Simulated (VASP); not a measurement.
The system is Ga2As3.

```
Ga As
1.0
     3.15823    1.82340    5.74845
    -3.15823    1.82340    5.74845
     0.00000   -3.64681    5.74845
Ga As
4 6
Direct
  0.85218 0.85218 0.85218
  0.64782 0.64782 0.64782
  0.14782 0.14782 0.14782
  0.35218 0.35218 0.35218
  0.05625 0.44375 0.75000
  0.75000 0.05625 0.44375
  0.44375 0.75000 0.05625
  0.94375 0.55625 0.25000
  0.25000 0.94375 0.55625
  0.55625 0.25000 0.94375
```

```yaml
Program: VASP 6.6.1
Task: relaxation of cell and atoms
Functional: PBE
Potentials_or_basis: VASP PAW PBE potentials, release 64 (Ga_d, As)
Cutoff: 600 eV
k_mesh: 3 × 3 × 3
Occupations: gaussian, width 0.1 eV
Spin: no spin polarisation
```

At the start: pressure 8.2 GPa; volume 19.86 Å³/atom.

Problem. How do energy, volume and symmetry change on relaxing?

Solution. Over 21 steps the energy falls by 127.4 meV/atom and the volume is 23.11 Å³/atom (+16.4 %); space group R-3c (No. 167, to 0.1 Å) before and after.

Step by step:
```
step  energy change (eV)  largest force (eV/Å)  pressure (GPa)  volume (Å³)
   1              0.0000                0.3732            8.24       198.62
   2             -0.4870                0.3357           -2.06       229.46
   3             -0.5322                0.3342           -0.02       221.25
   4             -0.5326                0.3335           -0.18       221.89
   5             -0.5703                0.3351           -0.17       221.87
   6             -0.7009                0.3397           -0.08       221.78
   7             -0.9641                0.2226            0.60       221.48
   8             -0.9179                0.8722            4.60       220.45
   9             -1.0746                0.4355            1.56       221.15
  10             -1.0810                0.5241            2.09       221.02
  11             -1.0976                0.5144            2.03       221.64
  12             -1.1392                0.4852            1.81       223.51
  13             -1.1848                0.4263            1.69       227.20
  14             -1.1876                0.4212            1.75       228.83
  15             -1.2234                0.3138            1.01       230.60
  16             -1.2540                0.1828            0.01       233.57
  17             -1.2566                0.1353           -0.45       234.77
  18             -1.2615                0.1166           -0.37       234.24
  19             -1.2714                0.0649           -0.11       232.63
  20             -1.2697                0.0344            0.45       229.42
  21             -1.2740                0.0284            0.18       231.15
```

Final structure:
```
Ga As
1.0
     3.14717    1.81702    6.73694
    -3.14717    1.81702    6.73694
     0.00000   -3.63403    6.73694
Ga As
4 6
Direct
  0.85805 0.85805 0.85805
  0.64195 0.64195 0.64195
  0.14195 0.14195 0.14195
  0.35805 0.35805 0.35805
  0.00543 0.49457 0.75000
  0.75000 0.00543 0.49457
  0.49457 0.75000 0.00543
  0.99457 0.50543 0.25000
  0.25000 0.99457 0.50543
  0.50543 0.25000 0.99457
```

Caveat: the k points lie up to 0.40 Å⁻¹ apart in the final cell, too coarse for converged energies and pressures of a metal; the volume moved by over 15 % at a fixed basis, so the end points are rough.
